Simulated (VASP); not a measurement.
# Si3Sn (e600) (R3m) in VASP: single point with PBEsol

Aim: the single point of Si3Sn (e600) with PBEsol.

All numbers are computed with VASP 6.6.1; they aren't measurements. Logs are shortened: lines on timing, memory, paths and dates and some standing lists are left out, and cuts for length are marked.

## 1. The cell of the first run

Symmetry: R3m, No. 160, trigonal system. Conventional cell: a = 4.034 Å, b = 4.034 Å, c = 19.863 Å, α = 90.00°, β = 90.00°, γ = 120.00°. Sn (site symmetry 3m) has 4 Si at 2.53 to 2.59 Å within 3.3 Å. Within 3.1 Å of Si (site symmetry 3m) lie 4 Si at 2.34 to 2.43 Å. Within 3.2 Å of Si (site symmetry 3m) lie 3 Si at 2.43 Å and 1 Sn at 2.59 Å. Within 3.1 Å of Si (site symmetry 3m) lie 1 Si at 2.34 Å and 3 Sn at 2.53 Å.

## 2. Single point, PBEsol

The input, INCAR:

```
PREC = Accurate
ENCUT = 520
EDIFF = 1E-6
ISMEAR = 0
SIGMA = 0.01
LREAL = F
LASPH = T
NELM = 100
ALGO = Normal
ISIF = 2
LWAVE = F
LCHARG = F
GGA = PS
NBANDS = 21
ISYM = 0
```

The input, KPOINTS:

```
regular mesh
0
Gamma
  12 12 10
```

The input, POSCAR:

```
Si3Sn
1.0
   -0.0000001987     -2.8522143284     -2.8522158789
   -2.8522143284     -0.0000001987     -2.8522158789
    2.8718333020      2.8718333020     -5.7240505416
Sn Si
1 3
Direct
    0.5005781288      0.5005781288      0.4982657806
    0.0001561993      0.0001561993     -0.0004688585
    0.6312130748      0.6312130748      0.1063606119
    0.1180525971      0.1180525971      0.6458424660
```

Potentials or basis: VASP PAW PBE potentials, release 64 (Sn_d, Si).

Started as:

```
$ cat potpaw_PBE.64/Sn_d/POTCAR potpaw_PBE.64/Si/POTCAR > POTCAR
$ mpirun -np 1 vasp_std > vasp.out
```

OUTCAR:

```text
PREC = Accurate
   ENCUT = 520
   EDIFF = 1E-6
   ISMEAR = 0
   LREAL = F
   LASPH = T
   NELM = 100
   ISIF = 2
   GGA = PS
   ISYM = 0

 ion  position               nearest neighbor table
   1  0.501  0.501  0.498-   4 2.53   4 2.53   4 2.53   3 2.59
   2  0.000  0.000  1.000-   4 2.34   3 2.43   3 2.43   3 2.43
   3  0.631  0.631  0.106-   2 2.43   2 2.43   2 2.43   1 2.59
   4  0.118  0.118  0.646-   2 2.34   1 2.53   1 2.53   1 2.53

IMPORTANT INFORMATION: All symmetrisations will be switched off!
NOSYMM: (Re-)initialisation of all symmetry stuff for point group C_1.

----------------------------------------------------------------------------------------

                                     Primitive cell

  volume of cell :      93.2914

  direct lattice vectors                    reciprocal lattice vectors
    -0.000000199 -2.852214328 -2.852215879     0.087801168 -0.262803645 -0.087801101
    -2.852214328 -0.000000199 -2.852215879    -0.262803645  0.087801168 -0.087801101
     2.871833302  2.871833302 -5.724050542     0.087201334  0.087201334 -0.087201293

  length of vectors
     4.033641282  4.033641282  7.018518906     0.290661030  0.290661030  0.151037118

  position of ions in fractional coordinates (direct lattice)
     0.500578129  0.500578129  0.498265781
     0.000156199  0.000156199  0.999531142
     0.631213075  0.631213075  0.106360612
     0.118052597  0.118052597  0.645842466

  ion indices of the primitive-cell ions
   primitive index   ion index
                 1           1
                 2           2
                 3           3
                 4           4

----------------------------------------------------------------------------------------

 KPOINTS: regular mesh

Automatic generation of k-mesh.
 Grid dimensions read from file:
 generate k-points for:   12   12   10

 Generating k-lattice:

  Cartesian coordinates                     Fractional coordinates (reciprocal lattice)
     0.007316764 -0.021900304 -0.007316758     0.083333333  0.000000000 -0.000000000
    -0.021900304  0.007316764 -0.007316758     0.000000000  0.083333333 -0.000000000
     0.008720133  0.008720133 -0.008720129     0.000000000  0.000000000  0.100000000

  Length of vectors
     0.024221752  0.024221752  0.015103712

  Shift w.r.t. Gamma in fractional coordinates (k-lattice)
     0.000000000  0.000000000  0.000000000

 -----------------------------------------------------------------------------
|                                                                             |
|           W    W    AA    RRRRR   N    N  II  N    N   GGGG   !!!           |
|           W    W   A  A   R    R  NN   N  II  NN   N  G    G  !!!           |
|           W    W  A    A  R    R  N N  N  II  N N  N  G       !!!           |
|           W WW W  AAAAAA  RRRRR   N  N N  II  N  N N  G  GGG   !            |
|           WW  WW  A    A  R   R   N   NN  II  N   NN  G    G                |
|           W    W  A    A  R    R  N    N  II  N    N   GGGG   !!!           |
|                                                                             |
|     Your reciprocal lattice and k-lattice belong to different lattice       |
|     classes:                                                                |
|                                                                             |
|        The reciprocal lattice is rhombohedral (trigonal),                   |
|        whereas your k-lattice is base-centered monoclinic.                  |
|                                                                             |
|     Results are often still useful ...                                      |
|                                                                             |
 -----------------------------------------------------------------------------

 WARNING: IBZKPT: internal override: KBLOWUP is changed to .FALSE.
      ... skipping the blow-up phase ...

 Subroutine IBZKPT returns following result:
 ===========================================

 Found    724 irreducible k-points:

 Following reciprocal coordinates:
            Coordinates               Weight
  0.000000  0.000000  0.000000      1.000000
  0.083333 -0.000000  0.000000      2.000000
  0.166667 -0.000000  0.000000      2.000000
  0.250000 -0.000000  0.000000      2.000000
  0.333333 -0.000000  0.000000      2.000000
  0.416667 -0.000000  0.000000      2.000000
[... 16 lines left out ...]
  0.250000  0.166667 -0.000000      2.000000
  0.333333  0.166667  0.000000      2.000000
 [... further k-points ...]
   k-points           NKPTS =    724   k-points in BZ     NKDIM =    724   number of bands    NBANDS=     21
   number of dos      NEDOS =    301   number of ions     NIONS =      4
   total plane-waves  NPLWV =  48600
   dimension x,y,z NGX =    30 NGY =   30 NGZ =   54
   dimension x,y,z NGXF=    60 NGYF=   60 NGZF=  108
   ions per type =               1   3
   NGX,Y,Z   is equivalent  to a cutoff of  12.36, 12.36, 12.79 a.u.
   NGXF,Y,Z  is equivalent  to a cutoff of  24.73, 24.73, 25.58 a.u.
 SYSTEM =  unknown system
   PREC   = accura    normal or accurate (medium, high low for compatibility)
   ISTART =      0    job   : 0-new  1-cont  2-samecut
   ICHARG =      2    charge: 1-file 2-atom 10-const
   ISPIN  =      1    spin polarized calculation?
   LNONCOLLINEAR =      F non collinear calculations
   LSORBIT =      F    spin-orbit coupling
   LASPH  =      T    aspherical Exc in radial PAW
   ENCUT  =  520.0 eV  38.22 Ry    6.18 a.u.   7.50  7.50 13.05*2*pi/ulx,y,z
   NELM   =    100;   NELMIN=  2; NELMDL= -5     # of ELM steps
   EDIFF  = 0.1E-05   stopping-criterion for ELM
   LREAL  =      F    real-space projection
   EDIFFG = 0.1E-04   stopping-criterion for IOM
   NSW    =      0    number of steps for IOM
   IBRION =     -1    ionic relax: 0-MD 1-quasi-New 2-CG
   NFREE  =      0    steps in history (QN), initial steepest desc. (CG)
   ISIF   =      2    stress and relaxation
   ISYM   =      0    0-nonsym 1-usesym 2-fastsym
   POTIM  = 0.5000    time-step for ionic-motion
   TEBEG  =    0.0;   TEEND  =   0.0 temperature during run
   PSTRESS=    0.0 pullay stress
   NELECT =      26.0000    total number of electrons
   NUPDOWN=      -1.0000    fix difference up-down
   EMIN   =  10.00;   EMAX   =-10.00  energy-range for DOS
   EFERMI =   0.00;   METHOD = LEGACY
   ISMEAR =     0;   SIGMA  =   0.01  broadening in eV -4-tet -1-fermi 0-gaus
   EFERMI_NEDOS =   21; number of points for ismear=-14 and -15
   IALGO  =     38    algorithm
   IMIX   =      4    mixing-type and parameters
     AMIX     =   0.40;   BMIX     =  1.00
     AMIX_MAG =   1.60;   BMIX_MAG =  1.00
  volume/ion in A,a.u.               =      23.32       157.39
  Fermi-wavevector in a.u.,A,eV,Ry     =   1.069347  2.020774 15.558315  1.143504
  Thomas-Fermi vector in A             =   2.205024
   LORBIT       =      0    0 simple, 1 ext, 2 COOP (PROOUT), +10 PAW based schemes
   GGA     = PS    functional components
   LHFCALC =     F    Hartree Fock is set to
   AEXX    =    0.0000 exact exchange contribution
   IVDW    =     0    specifies the selected vdW correction
   LEPSILON=     F    determine dielectric tensor
   LRPA    =     F    only Hartree local field effects (RPA)
 non-spin polarized calculation
 Gauss-broadening in eV      SIGMA  =   0.01
  energy-cutoff  :      520.00
  volume of cell :       93.29
 maximum number of plane-waves:      2547
 NGX is ok and might be reduce to    30
   NGX = 15   NGY = 15   NGZ = 27

 number of electron      25.9999995 magnetization

 Free energy of the ion-electron system (eV)
  ---------------------------------------------------
  ext. energy  EPLUGINS =         0.00000000
  ---------------------------------------------------
  free energy    TOTEN  =       -20.95219836 eV

  energy without entropy =      -20.95219836  energy(sigma->0) =      -20.95219836

 E-fermi :   6.1794     XC(G=0):  -9.4627

 val. band max:        6.1499125162   @ k =   0.0000   0.0000   0.0000
 cond. band min:       6.2100716797   @ k =  -0.0000  -0.4167   0.4000
 fundamental gap:      0.0601591635
 Fermi energy:         6.1794417656

 k-point     1 :       0.0000    0.0000    0.0000
  band No.  band energies     occupation
      1     -15.1923      2.00000
      2     -15.1923      2.00000
      3     -15.1905      2.00000
      4     -15.1295      2.00000
      5     -15.1295      2.00000
      6      -5.8113      2.00000
[... 13 lines left out ...]
     20       9.2442      0.00000
     21      12.3701      0.00000

 k-point     2 :       0.0833   -0.0000    0.0000
  band No.  band energies     occupation
      1     -15.1944      2.00000
      2     -15.1907      2.00000
      3     -15.1879      2.00000
      4     -15.1302      2.00000
      5     -15.1290      2.00000
      6      -5.7343      2.00000
[... 13 lines left out ...]
     20       9.5236      0.00000
     21      12.7325      0.00000

 k-point     3 :       0.1667   -0.0000    0.0000
  band No.  band energies     occupation
      1     -15.1979      2.00000
      2     -15.1866      2.00000
      3     -15.1831      2.00000
      4     -15.1319      2.00000
      5     -15.1275      2.00000
      6      -5.5049      2.00000
[... 13 lines left out ...]
     20      10.2439      0.00000
     21      12.1904      0.00000
[... 457 lines left out ...]
 k-point    23 :       0.2500    0.1667   -0.0000
  band No.  band energies     occupation
      1     -15.1995      2.00000
      2     -15.1855      2.00000
      3     -15.1784      2.00000
      4     -15.1332      2.00000
      5     -15.1261      2.00000
      6      -5.2408      2.00000
[... 13 lines left out ...]
     20      10.9095      0.00000
     21      11.4364      0.00000

 k-point    24 :       0.3333    0.1667    0.0000
  band No.  band energies     occupation
      1     -15.2009      2.00000
      2     -15.1839      2.00000
      3     -15.1732      2.00000
      4     -15.1344      2.00000
      5     -15.1240      2.00000
      6      -4.8586      2.00000
[... 13 lines left out ...]
     20      10.6912      0.00000
     21      12.2991      0.00000

 [... further k-points ...]
[... 5 lines left out ...]
  --------------------------------------------------------------------------------------
  -------------------------------------------------------------------------------------
  Total        0.0009120      0.0009122      0.0012360      0.0033311     -0.0032911     -0.0032909
  in kB        0.0156621      0.0156654      0.0212266      0.0572086     -0.0565218     -0.0565177
  external PRESSURE =       0.0175180 kB  Pullay stress =       0.0000000 kB

 VOLUME and BASIS-vectors are now :
 -----------------------------------------------------------------------------
  energy-cutoff  :      520.00
  volume of cell :       93.29
      direct lattice vectors                 reciprocal lattice vectors
    -0.000000199 -2.852214328 -2.852215879     0.087801168 -0.262803645 -0.087801101
    -2.852214328 -0.000000199 -2.852215879    -0.262803645  0.087801168 -0.087801101
     2.871833302  2.871833302 -5.724050542     0.087201334  0.087201334 -0.087201293

 POSITION                                       TOTAL-FORCE (eV/Angst)
 -----------------------------------------------------------------------------------
      0.00318      0.00318     -5.70761         0.001168      0.001168     -0.001210
      2.87004      2.87004     -5.72226         0.002154      0.002154     -0.002146
     -1.49491     -1.49491     -4.20953         0.004795      0.004795     -0.004765
      1.51804      1.51804     -4.37026        -0.008117     -0.008117      0.008120
 -----------------------------------------------------------------------------------
    total drift:                               -0.000365     -0.000365      0.000324

  FREE ENERGIE OF THE ION-ELECTRON SYSTEM (eV)
  ---------------------------------------------------
  free  energy   TOTEN  =       -20.9521983643 eV

  energy  without entropy=      -20.9521983617  energy(sigma->0) =      -20.95219836
```

It took 17 min on 1 thread of Intel Xeon Platinum 8259CL at 2.50GHz (Skylake/Cascade Lake), shared host; peak memory 1.2 GiB.

What came out:

```
Free energy            : -20.9522 eV
Pressure               : 0.0 GPa
Largest force          : 0.014 eV/Å
Band gap on the k mesh : 0.06 eV, indirect (least direct gap 0.34 eV)
```

Forces on the atoms (eV/Å):
```
Sn   0.001  0.001 -0.001
Si   0.002  0.002 -0.002
Si   0.005  0.005 -0.005
Si  -0.008 -0.008  0.008
```

Caveat: the PAW data sets were made with another functional, which shifts forces and pressure a little; spin-orbit coupling is left out, which moves the levels of the heavy elements. A k mesh can miss the band edges.
